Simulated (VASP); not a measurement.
# Bi (Pm-3m) in VASP: notebook

Runs on Bi. Level: PBE. Tasks: single point.

Everything below comes from runs of VASP 6.6.1. Logs are shortened: lines on timing, memory, paths and dates and some standing lists are left out, and cuts for length are marked.

### Step 1. The cell of the first run

The structure is cubic, space group Pm-3m (No. 221). Conventional cell: a = 2.599 Å, b = 2.599 Å, c = 2.599 Å, α = 90.00°, β = 90.00°, γ = 90.00°. Within 3.4 Å of Bi (site symmetry m-3m) lie 6 Bi at 2.60 Å.

### Step 2. Single point, PBE (volume scaled by 0.5)

INCAR reads:

```
PREC     = Accurate       # precision mode
ENCUT    = 520            # plane-wave cutoff, eV
EDIFF    = 1E-6           # SCF threshold, eV
ISMEAR   = -1             # smearing method
SIGMA    = 0.08           # smearing width, eV
LREAL    = False          # projectors in reciprocal space
LASPH    = True           # aspherical terms in the spheres
NELM     = 80             # most SCF steps
ALGO     = Normal         # electronic algorithm
ISIF     = 2              # what is computed and relaxed
LWAVE    = False          # write WAVECAR
LCHARG   = False          # write CHGCAR
GGA      = PE             # functional
NBANDS   = 14             # bands
```

KPOINTS reads:

```
Automatic mesh
0
Gamma
  13 13 13
```

POSCAR reads:

```
Bi
1.0
    2.5990401667      0.0000000000      0.0000000000
    0.0000000000      2.5990401667      0.0000000000
    0.0000000000      0.0000000000      2.5990401667
Bi
1
Direct
    0.0000000000      0.0000000000      0.0000000000
```

Potentials or basis: VASP PAW PBE potentials, release 64 (Bi_d).

Run with:

```sh
$ cat potpaw_PBE.64/Bi_d/POTCAR > POTCAR
$ mpirun -np 1 vasp_std > vasp.out
```

OUTCAR:

```text
PREC = Accurate
   ENCUT = 520
   EDIFF = 1E-6
   ISMEAR = -1
   LREAL = False
   LASPH = True
   NELM = 80
   ISIF = 2
   GGA = PE

 ion  position               nearest neighbor table
   1  0.000  0.000  0.000-

  LATTYP: Found a simple cubic cell.
 ALAT       =     2.5990401667

  Lattice vectors:

 A1 = (   2.5990401667,   0.0000000000,   0.0000000000)
 A2 = (   0.0000000000,   2.5990401667,   0.0000000000)
 A3 = (   0.0000000000,   0.0000000000,   2.5990401667)

Analysis of symmetry for initial positions (statically):
=====================================================================
 Subroutine PRICEL returns:
 Original cell was already a primitive cell.

 Routine SETGRP: Setting up the symmetry group for a
 simple cubic supercell.

 Subroutine GETGRP returns: Found 48 space group operations
 (whereof 48 operations were pure point group operations)
 out of a pool of 48 trial point group operations.

The static configuration has the point symmetry O_h .

Analysis of symmetry for dynamics (positions and initial velocities):
=====================================================================
 Subroutine PRICEL returns:
 Original cell was already a primitive cell.

 Routine SETGRP: Setting up the symmetry group for a
 simple cubic supercell.

 Subroutine GETGRP returns: Found 48 space group operations
 (whereof 48 operations were pure point group operations)
 out of a pool of 48 trial point group operations.

The dynamic configuration has the point symmetry O_h .

 Subroutine INISYM returns: Found 48 space group operations
 (whereof 48 operations are pure point group operations),
 and found     1 'primitive' translations

----------------------------------------------------------------------------------------

                                     Primitive cell

  volume of cell :      17.5565

  direct lattice vectors                    reciprocal lattice vectors
     2.599040167  0.000000000  0.000000000     0.384757424  0.000000000  0.000000000
     0.000000000  2.599040167  0.000000000     0.000000000  0.384757424  0.000000000
     0.000000000  0.000000000  2.599040167     0.000000000  0.000000000  0.384757424

  length of vectors
     2.599040167  2.599040167  2.599040167     0.384757424  0.384757424  0.384757424

  position of ions in fractional coordinates (direct lattice)
     0.000000000  0.000000000  0.000000000

  ion indices of the primitive-cell ions
   primitive index   ion index
                 1           1

----------------------------------------------------------------------------------------

 KPOINTS: Automatic mesh

Automatic generation of k-mesh.
 Grid dimensions read from file:
 generate k-points for:   13   13   13

 Generating k-lattice:

  Cartesian coordinates                     Fractional coordinates (reciprocal lattice)
     0.029596725  0.000000000  0.000000000     0.076923077  0.000000000  0.000000000
     0.000000000  0.029596725  0.000000000     0.000000000  0.076923077  0.000000000
     0.000000000  0.000000000  0.029596725     0.000000000  0.000000000  0.076923077

  Length of vectors
     0.029596725  0.029596725  0.029596725

  Shift w.r.t. Gamma in fractional coordinates (k-lattice)
     0.000000000  0.000000000  0.000000000

 Subroutine IBZKPT returns following result:
 ===========================================

 Found     84 irreducible k-points:

 Following reciprocal coordinates:
            Coordinates               Weight
  0.000000  0.000000  0.000000      1.000000
  0.076923  0.000000  0.000000      6.000000
  0.153846  0.000000  0.000000      6.000000
  0.230769  0.000000  0.000000      6.000000
  0.307692  0.000000  0.000000      6.000000
  0.384615  0.000000  0.000000      6.000000
[... 16 lines left out ...]
  0.307692  0.307692  0.000000     12.000000
  0.384615  0.307692  0.000000     24.000000
 [... further k-points ...]
   k-points           NKPTS =     84   k-points in BZ     NKDIM =     84   number of bands    NBANDS=     14
   number of dos      NEDOS =    301   number of ions     NIONS =      1
   total plane-waves  NPLWV =   8000
   dimension x,y,z NGX =    20 NGY =   20 NGZ =   20
   dimension x,y,z NGXF=    40 NGYF=   40 NGZF=   40
   ions per type =               1
   NGX,Y,Z   is equivalent  to a cutoff of  12.79, 12.79, 12.79 a.u.
   NGXF,Y,Z  is equivalent  to a cutoff of  25.59, 25.59, 25.59 a.u.
 SYSTEM =  unknown system
   PREC   = accura    normal or accurate (medium, high low for compatibility)
   ISTART =      0    job   : 0-new  1-cont  2-samecut
   ICHARG =      2    charge: 1-file 2-atom 10-const
   ISPIN  =      1    spin polarized calculation?
   LNONCOLLINEAR =      F non collinear calculations
   LSORBIT =      F    spin-orbit coupling
   LASPH  =      T    aspherical Exc in radial PAW
   ENCUT  =  520.0 eV  38.22 Ry    6.18 a.u.   4.83  4.83  4.83*2*pi/ulx,y,z
   NELM   =     80;   NELMIN=  2; NELMDL= -5     # of ELM steps
   EDIFF  = 0.1E-05   stopping-criterion for ELM
   LREAL  =      F    real-space projection
   EDIFFG = 0.1E-04   stopping-criterion for IOM
   NSW    =      0    number of steps for IOM
   IBRION =     -1    ionic relax: 0-MD 1-quasi-New 2-CG
   NFREE  =      0    steps in history (QN), initial steepest desc. (CG)
   ISIF   =      2    stress and relaxation
   ISYM   =      2    0-nonsym 1-usesym 2-fastsym
   POTIM  = 0.5000    time-step for ionic-motion
   TEBEG  =    0.0;   TEEND  =   0.0 temperature during run
   PSTRESS=    0.0 pullay stress
   NELECT =      15.0000    total number of electrons
   NUPDOWN=      -1.0000    fix difference up-down
   EMIN   =  10.00;   EMAX   =-10.00  energy-range for DOS
   EFERMI =   0.00;   METHOD = LEGACY
   ISMEAR =    -1;   SIGMA  =   0.08  broadening in eV -4-tet -1-fermi 0-gaus
   EFERMI_NEDOS =   21; number of points for ismear=-14 and -15
   IALGO  =     38    algorithm
   IMIX   =      4    mixing-type and parameters
     AMIX     =   0.40;   BMIX     =  1.00
     AMIX_MAG =   1.60;   BMIX_MAG =  1.00
  volume/ion in A,a.u.               =      17.56       118.48
  Fermi-wavevector in a.u.,A,eV,Ry     =   1.553432  2.935561 32.832914  2.413151
  Thomas-Fermi vector in A             =   2.657664
   LORBIT       =      0    0 simple, 1 ext, 2 COOP (PROOUT), +10 PAW based schemes
   GGA     = PE    functional components
   LHFCALC =     F    Hartree Fock is set to
   AEXX    =    0.0000 exact exchange contribution
   IVDW    =     0    specifies the selected vdW correction
   LEPSILON=     F    determine dielectric tensor
   LRPA    =     F    only Hartree local field effects (RPA)
 non-spin polarized calculation
  energy-cutoff  :      520.00
  volume of cell :       17.56
 maximum number of plane-waves:       484
 NGX is ok and might be reduce to    20
   NGX =  9   NGY =  9   NGZ =  9

 number of electron      14.9999988 magnetization

 Free energy of the ion-electron system (eV)
  ---------------------------------------------------
  ext. energy  EPLUGINS =         0.00000000
  ---------------------------------------------------
  free energy    TOTEN  =         0.80227693 eV

  energy without entropy =        0.80726262  energy(sigma->0) =        0.80476978

 E-fermi :  18.1867     XC(G=0): -13.2189

 val. band max:       18.1650018104   @ k =   0.1538   0.0769   0.0769
 cond. band min:      18.4650588550   @ k =   0.1538   0.1538   0.0000
 fundamental gap:      0.3000570446
 Fermi energy:        18.1866570495

 k-point     1 :       0.0000    0.0000    0.0000
  band No.  band energies     occupation
      1      -8.2230      2.00000
      2      -8.2230      2.00000
      3      -5.9921      2.00000
      4      -5.9921      2.00000
      5      -5.9921      2.00000
      6      -2.3655      2.00000
      7      22.0713      0.00000
      8      22.0713      0.00000
      9      22.0713      0.00000
     10      28.1111      0.00000
     11      28.5389      0.00000
     12      28.5389      0.00000
     13      36.3738      0.00000
     14      36.3738      0.00000

 k-point     2 :       0.0769    0.0000    0.0000
  band No.  band energies     occupation
      1      -8.2150      2.00000
      2      -8.1402      2.00000
      3      -6.0302      2.00000
      4      -6.0302      2.00000
      5      -5.9890      2.00000
      6      -2.2122      2.00000
      7      20.5835      0.00000
      8      22.2722      0.00000
      9      22.2722      0.00000
     10      28.2966      0.00000
     11      28.4302      0.00000
     12      29.9720      0.00000
     13      36.1414      0.00000
     14      36.4241      0.00000

 k-point     3 :       0.1538    0.0000    0.0000
  band No.  band energies     occupation
      1      -8.1927      2.00000
      2      -7.9155      2.00000
      3      -6.1347      2.00000
      4      -6.1347      2.00000
      5      -5.9802      2.00000
      6      -1.7406      2.00000
      7      17.8331      1.97620
      8      22.8530      0.00000
      9      22.8530      0.00000
     10      28.1256      0.00000
     11      28.3180      0.00000
     12      33.0486      0.00000
     13      35.6259      0.00000
     14      36.4984      0.00000

 k-point     4 :       0.2308    0.0000    0.0000
  band No.  band energies     occupation
      1      -8.1611      2.00000
      2      -7.6110      2.00000
      3      -6.2790      2.00000
      4      -6.2790      2.00000
      5      -5.9679      2.00000
      6      -0.9247      2.00000
      7      14.9172      2.00000
      8      23.7491      0.00000
      9      23.7491      0.00000
     10      27.6924      0.00000
     11      28.2898      0.00000
     12      35.1089      0.00000
     13      36.2539      0.00000
     14      36.3541      0.00000

 k-point     5 :       0.3077    0.0000    0.0000
  band No.  band energies     occupation
      1      -8.1274      2.00000
      2      -7.3055      2.00000
      3      -6.4287      2.00000
      4      -6.4287      2.00000
      5      -5.9547      2.00000
      6       0.2496      2.00000
      7      12.0802      2.00000
      8      24.8481      0.00000
      9      24.8481      0.00000
     10      27.2345      0.00000
     11      28.1875      0.00000
[... 276 lines left out ...]
 k-point    22 :       0.4615    0.2308    0.0000
  band No.  band energies     occupation
      1      -7.7158      2.00000
      2      -7.0722      2.00000
      3      -6.5804      2.00000
      4      -6.3710      2.00000
      5      -6.2100      2.00000
      6       4.3644      2.00000
      7       8.7947      2.00000
      8      19.5039      0.00000
      9      23.2124      0.00000
     10      28.2127      0.00000
     11      28.9751      0.00000
     12      32.3389      0.00000
     13      33.8249      0.00000
     14      37.7597      0.00000

 k-point    23 :       0.3077    0.3077    0.0000
  band No.  band energies     occupation
      1      -7.6875      2.00000
      2      -7.0445      2.00000
      3      -6.4545      2.00000
      4      -6.3864      2.00000
      5      -6.3669      2.00000
      6       2.6273      2.00000
      7      13.7363      2.00000
      8      15.1483      2.00000
      9      24.4990      0.00000
     10      27.9992      0.00000
     11      28.7615      0.00000
     12      32.0277      0.00000
     13      36.1473      0.00000
     14      38.0130      0.00000

 k-point    24 :       0.3846    0.3077    0.0000
  band No.  band energies     occupation
      1      -7.6271      2.00000
      2      -7.2086      2.00000
      3      -6.4948      2.00000
      4      -6.3611      2.00000
      5      -6.1471      2.00000
      6       3.9854      2.00000
      7      11.6449      2.00000
      8      15.7084      2.00000
      9      22.6480      0.00000
     10      28.8728      0.00000
     11      29.3671      0.00000
     12      31.4677      0.00000
     13      34.8680      0.00000
     14      38.7572      0.00000

 [... further k-points ...]
[... 5 lines left out ...]
  --------------------------------------------------------------------------------------
  -------------------------------------------------------------------------------------
  Total       17.7969497     17.7969497     17.7969497      0.0000000      0.0000000     -0.0000000
  in kB     1624.1165110   1624.1165110   1624.1165110      0.0000000      0.0000000     -0.0000000
  external PRESSURE =    1624.1165110 kB  Pullay stress =       0.0000000 kB

 VOLUME and BASIS-vectors are now :
 -----------------------------------------------------------------------------
  energy-cutoff  :      520.00
  volume of cell :       17.56
      direct lattice vectors                 reciprocal lattice vectors
     2.599040167  0.000000000  0.000000000     0.384757424  0.000000000  0.000000000
     0.000000000  2.599040167  0.000000000     0.000000000  0.384757424  0.000000000
     0.000000000  0.000000000  2.599040167     0.000000000  0.000000000  0.384757424

 POSITION                                       TOTAL-FORCE (eV/Angst)
 -----------------------------------------------------------------------------------
      0.00000      0.00000      0.00000         0.000000      0.000000      0.000000
 -----------------------------------------------------------------------------------
    total drift:                               -0.000000      0.000000     -0.000000

  FREE ENERGIE OF THE ION-ELECTRON SYSTEM (eV)
  ---------------------------------------------------
  free  energy   TOTEN  =         0.8022769305 eV

  energy  without entropy=        0.8072626241  energy(sigma->0) =        0.80476978
```

Wall time 7.3 s (1 thread of AMD EPYC 9R45 (Zen 5), shared host); peak memory 0.1 GiB.

Results:

* Free energy: 0.8023 eV
* Pressure: 162.4 GPa

Caveat: spin-orbit coupling is left out, which moves the levels of the heavy elements.

### Step 3. Single point, PBE (volume scaled by 0.5)

INCAR reads:

```
SYSTEM = Bi
PREC = Accurate ; ENCUT = 520
EDIFF = 1E-6 ; ISMEAR = -1
SIGMA = 0.08 ; LREAL = .FALSE.
LASPH = .TRUE. ; NELM = 60
ALGO = Normal ; ISIF = 2
LWAVE = .FALSE. ; LCHARG = .FALSE.
GGA = PE ; NBANDS = 14
```

KPOINTS reads:

```
regular mesh
0
G
  13 13 13
  0 0 0
```

POSCAR is that of step 2.

Potentials or basis: VASP PAW PBE potentials, release 64 (Bi_d).

Run with:

```sh
$ cat potpaw_PBE.64/Bi_d/POTCAR > POTCAR
$ mpirun -np 1 vasp_std > vasp.out
```

OUTCAR:

```text
SYSTEM = Bi
   PREC = Accurate
   ENCUT = 520
   EDIFF = 1E-6
   ISMEAR = -1
   LREAL = .FALSE.
   LASPH = .TRUE.
   NELM = 60
   ISIF = 2
   GGA = PE

 ion  position               nearest neighbor table
   1  0.000  0.000  0.000-

  LATTYP: Found a simple cubic cell.
 ALAT       =     2.5990401667

  Lattice vectors:

 A1 = (   2.5990401667,   0.0000000000,   0.0000000000)
 A2 = (   0.0000000000,   2.5990401667,   0.0000000000)
 A3 = (   0.0000000000,   0.0000000000,   2.5990401667)

[... 577 lines left out ...]
      6       3.9854      2.00000
      7      11.6449      2.00000
      8      15.7084      2.00000
      9      22.6480      0.00000
     10      28.8728      0.00000
     11      29.3671      0.00000
     12      31.4677      0.00000
     13      34.8680      0.00000
     14      38.7572      0.00000

 [... further k-points ...]
[... 5 lines left out ...]
  --------------------------------------------------------------------------------------
  -------------------------------------------------------------------------------------
  Total       17.7969497     17.7969497     17.7969497      0.0000000      0.0000000     -0.0000000
  in kB     1624.1165110   1624.1165110   1624.1165110      0.0000000      0.0000000     -0.0000000
  external PRESSURE =    1624.1165110 kB  Pullay stress =       0.0000000 kB

 VOLUME and BASIS-vectors are now :
 -----------------------------------------------------------------------------
  energy-cutoff  :      520.00
  volume of cell :       17.56
      direct lattice vectors                 reciprocal lattice vectors
     2.599040167  0.000000000  0.000000000     0.384757424  0.000000000  0.000000000
     0.000000000  2.599040167  0.000000000     0.000000000  0.384757424  0.000000000
     0.000000000  0.000000000  2.599040167     0.000000000  0.000000000  0.384757424

 POSITION                                       TOTAL-FORCE (eV/Angst)
 -----------------------------------------------------------------------------------
      0.00000      0.00000      0.00000         0.000000      0.000000      0.000000
 -----------------------------------------------------------------------------------
    total drift:                               -0.000000      0.000000     -0.000000

  FREE ENERGIE OF THE ION-ELECTRON SYSTEM (eV)
  ---------------------------------------------------
  free  energy   TOTEN  =         0.8022769305 eV

  energy  without entropy=        0.8072626241  energy(sigma->0) =        0.80476978
```

OSZICAR:

```text
N       E                     dE             d eps       ncg     rms          rms(c)
DAV:   1     0.116308888564E+03    0.11631E+03   -0.75837E+03  2446   0.150E+03
DAV:   2     0.642234531623E+01   -0.10989E+03   -0.10502E+03  2550   0.359E+02
DAV:   3     0.796910982108E+00   -0.56254E+01   -0.55833E+01  2874   0.767E+01
DAV:   4     0.691933822794E+00   -0.10498E+00   -0.10495E+00  2920   0.104E+01
DAV:   5     0.688266801354E+00   -0.36670E-02   -0.36669E-02  3274   0.188E+00    0.205E+00
DAV:   6     0.761617950841E+00    0.73351E-01   -0.10982E-02  2934   0.106E+00    0.118E+00
DAV:   7     0.802258074555E+00    0.40640E-01   -0.19489E-02  2996   0.142E+00    0.104E-01
DAV:   8     0.802277926651E+00    0.19852E-04   -0.65861E-04  3036   0.229E-01    0.137E-02
DAV:   9     0.802274851766E+00   -0.30749E-05   -0.73948E-06  3502   0.391E-02    0.371E-03
DAV:  10     0.802276865473E+00    0.20137E-05   -0.82120E-07  2364   0.176E-02    0.146E-03
DAV:  11     0.802276930473E+00    0.65000E-07   -0.15970E-07  1866   0.614E-03
   1 F= 0.80227693E+00 E0= 0.80476978E+00  d E =-.498569E-02
```

stdout:

```text
POSCAR found type information on POSCAR Bi
 POSCAR found :  1 types and       1 ions
 scaLAPACK will be used
 LDA part: xc-table for (Slater+PW92), standard interpolation
 POSCAR, INCAR and KPOINTS ok, starting setup
 FFT: planning ... GRIDC
 FFT: planning ... GRID_SOFT
 FFT: planning ... GRID
 WAVECAR not read
 entering main loop
```

Run time: 7.4 s. Hardware: 1 thread of AMD EPYC 9R45 (Zen 5), shared host; peak memory 0.1 GiB.

Results:

- Free energy: 0.8023 eV
- Pressure: 162.4 GPa

Levels at points of the mesh, in eV from the Fermi level:
```csv
k point,band 4,band 5,band 6,band 7,band 8,band 9,band 10,band 11
"(0.00, 0.00, 0.00)",-24.18,-24.18,-20.55,3.88,3.88,3.88,9.92,10.35
```

Caveat: spin-orbit coupling is left out, which moves the levels of the heavy elements.

[end of part 1 of 2]
